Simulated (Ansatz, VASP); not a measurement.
## Two plane-wave programs on LiF

The input INCAR:

```
SYSTEM = LiF
PREC = Accurate
ENCUT = 520
EDIFF = 1E-6
ISMEAR = 0
SIGMA = 0.02
LREAL = .FALSE.
LASPH = .TRUE.
NELM = 80
ALGO = Normal
ISIF = 2
LWAVE = .FALSE.
LCHARG = .FALSE.
GGA = PE
NBANDS = 12
```

Contents of KPOINTS:

```
Automatic mesh
0
G
  10 10 10
  0 0 0
```

File POSCAR:

```
LiF
1.0
    0.0000000000      1.9923224054      1.9923224054
    1.9923224054      0.0000000000      1.9923224054
    1.9923224054      1.9923224054      0.0000000000
Li F
1 1
Direct
    0.5000000000      0.5000000000      0.5000000000
    0.0000000000      0.0000000000      0.0000000000
```

Input for Ansatz:

```yaml
crystal:
  lattice:
    - [0.0, 1.9923224054, 1.9923224054]
    - [1.9923224054, 0.0, 1.9923224054]
    - [1.9923224054, 1.9923224054, 0.0]
  atoms:
    - { symbol: Li, position: [0.5, 0.5, 0.5] }
    - { symbol: F, position: [0.0, 0.0, 0.0] }
basis:
  ecutwfc: 420
kpoints:
  mp_grid: { grid: [10, 10, 10] }
hamiltonian:
  xc: pbe
scf:
  occupations: { method: gaussian, width: 0.02 }
output:
  forces: true
  stress: true
  eigenvalues: true
  write_density: true
  write_potential: true
  elf: true
  volumetric_format: npy
```

Alike in both runs: task single point; functional PBE; k mesh 10 × 10 × 10; occupations gaussian, width 0.02 eV; no spin polarisation.

|  | VASP | Ansatz |
| --- | --- | --- |
| version | VASP 6.6.1 | Ansatz 0.2.0 |
| potentials or method | VASP PAW PBE potentials, release 64 (Li_sv, F), cutoff 520 eV | scalar-relativistic, plane waves, PAW |
| valence electrons in the cell | 10 | 10 |

Ansatz gave:

| Property | Result |
| --- | --- |
| gap on the k mesh at the Fermi level (eV) | 9.38 |
| least direct gap on the mesh (eV) | 9.38 |

Q: Estimate VASP's values.

A: gap on the k mesh at the Fermi level (eV): 9.39; least direct gap on the mesh (eV): 9.39.

Noted on VASP's run: the cutoff is short for stress, so the pressure is rough.
